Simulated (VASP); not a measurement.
Runs of VASP 6.6.1 on ZnSe. The structure is that of space group F-43m (No. 216), or close to it. The cells are those of the table. 

```csv
cell,gap on the mesh (eV),pressure (GPa)
"a = 3.968 Å, angles 60.0, 60.0, 90.0°, 2 atoms",2.00,2.1
"a = 3.890 Å, angles 60.0, 60.0, 90.0°, 2 atoms",2.27,7.2
"a = 3.934 Å, angles 60.0, 60.0, 90.0°, 2 atoms",2.12,4.2
"a = 4.006 Å, angles 60.0, 60.0, 90.0°, 2 atoms",(a),(b)
```

Alike in all rows: task single point; level r2SCAN; potentials or basis VASP PAW PBE potentials, release 64 (Zn, Se); no spin polarisation; k mesh 8 × 8 × 8; cutoff (eV) 520; smearing gaussian 0.01 eV.

Question: Estimate the missing entries.

Answer: (a) 1.87; (b) 0.1.

Caveats: the PAW data sets were made with another functional, which shifts forces and pressure a little.

A k mesh can miss the band edges, and the runs leave out spin-orbit coupling on Se.
